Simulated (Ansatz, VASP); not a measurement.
# Two plane-wave programs on MgO

```
Mg O
1.0
     0.00000    2.03910    2.03910
     2.03910    0.00000    2.03910
     2.03910    2.03910    0.00000
Mg O
1 1
Direct
  0.00000 0.00000 0.00000
  0.50000 0.50000 0.50000
```

Change from the starting cell: hydrostatic strain -3.0%.

Alike in both runs: task single point; functional HSE06; k mesh 8 × 8 × 8; no spin polarisation.

|  | VASP | Ansatz |
| --- | --- | --- |
| version | VASP 6.6.1 | Ansatz 0.2.0 |
| potentials or method | VASP PAW PBE potentials, release 64 (Mg, O) | plane waves, PAW |
| plane-wave cutoff (eV) | 520 | 420 |
| occupations | gaussian, width 0.01 eV | fixed |
| valence electrons in the cell | 8 | 16 |

|  | VASP | Ansatz | Ansatz less VASP |
| --- | --- | --- | --- |
| gap on the k mesh at the Fermi level (eV) | 7.53 | 7.57 | +0.044 |
| pressure (GPa) | 17.8 | 17.9 | +0.06 |

VASP's potentials hold 8 valence electrons a cell and Ansatz's 16, so a difference there can come from the potentials and not from the codes. Ansatz's warnings: stress exchange threshold loose, stress scf threshold loose.
